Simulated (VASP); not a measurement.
Write the native input for VASP 6.6.1 that does the following.

```yaml
Task: single point
Functional: HF
Potentials_or_basis: VASP PAW PBE potentials, release 64 (Pb_d, Te)
Cutoff: 520 eV
k_mesh: 4 × 4 × 4
Occupations: gaussian, width 0.01 eV
Spin: no spin polarisation
Dipole_correction: no
Grid_for_exact_exchange_PRECFOCK: Normal
Further_INCAR_settings: ALGO = Normal; EDIFF = 1e-07; NBANDS = 17
Share_of_exact_exchange: 1
```

Crystal: TePb.

```
CELL_PARAMETERS angstrom
0.00000 3.26784 3.26784
3.26784 0.00000 3.26784
3.26784 3.26784 0.00000
ATOMIC_POSITIONS crystal
Pb 0.00000 0.00000 0.00000
Te 0.50000 0.50000 0.50000
```

One way to write it, as run:

POSCAR

```
TePb
1.0
    0.0000000000      3.2678368520      3.2678368520
    3.2678368520      0.0000000000      3.2678368520
    3.2678368520      3.2678368520      0.0000000000
Pb Te
1 1
Direct
    0.0000000000      0.0000000000      0.0000000000
    0.5000000000      0.5000000000      0.5000000000
```

INCAR.step1

```
SYSTEM = TePb
PREC     = Accurate       ! precision mode
ENCUT    = 520            ! plane-wave cutoff, eV
EDIFF    = 1E-5           ! SCF threshold, eV
ISMEAR   = 0              ! smearing method
SIGMA    = 0.01           ! smearing width, eV
LREAL    = .FALSE.        ! projectors in reciprocal space
LASPH    = .TRUE.         ! aspherical terms in the spheres
NELM     = 100            ! most SCF steps
ALGO     = Normal         ! electronic algorithm
ISIF     = 2              ! what is computed and relaxed
LWAVE    = .TRUE.         ! write WAVECAR
NBANDS   = 17             ! bands
GGA      = PE             ! functional
```

INCAR.step2

```
SYSTEM = TePb
PREC     = Accurate       ! precision mode
ENCUT    = 520            ! plane-wave cutoff, eV
EDIFF    = 1E-7           ! SCF threshold, eV
ISMEAR   = 0              ! smearing method
SIGMA    = 0.01           ! smearing width, eV
LREAL    = .FALSE.        ! projectors in reciprocal space
LASPH    = .TRUE.         ! aspherical terms in the spheres
NELM     = 100            ! most SCF steps
ALGO     = Normal         ! electronic algorithm
ISIF     = 2              ! what is computed and relaxed
LWAVE    = .FALSE.        ! write WAVECAR
LCHARG   = .TRUE.         ! write CHGCAR
GGA      = PE             ! functional
LHFCALC  = .TRUE.         ! exact exchange
AEXX     = 1.0            ! exact-exchange fraction
ALDAC    = 0.0          
AGGAC    = 0.0          
PRECFOCK = Normal       
LELF     = .TRUE.         ! ELF
LVHAR    = .TRUE.       
NBANDS   = 17             ! bands
ISTART   = 1
```

KPOINTS

```
Automatic mesh
0
G
  4 4 4
  0 0 0
```

Potentials or basis: VASP PAW PBE potentials, release 64 (Pb_d, Te).

Launch:

```bash
$ cat potpaw_PBE.64/Pb_d/POTCAR potpaw_PBE.64/Te/POTCAR > POTCAR
$ cp INCAR.step1 INCAR
$ mpirun -np 1 vasp_std > vasp.out
$ cp INCAR.step2 INCAR
$ mpirun -np 1 vasp_std > vasp.out
```

It gave:

| Item | Value |
| --- | --- |
| Pressure | 3.2 GPa |
| Band gap on the k mesh | 5.33 eV |

Caveat: the cell stands under pressure; the PAW data sets were made with another functional, which shifts forces and pressure a little; spin-orbit coupling is left out, which moves the levels of the heavy elements.

It took 35 min on 1 thread of Intel(R) Xeon(R) Platinum 8175M CPU @ 2.50GHz (Skylake/Cascade Lake), with other jobs on the host, peak memory 0.22 GiB.
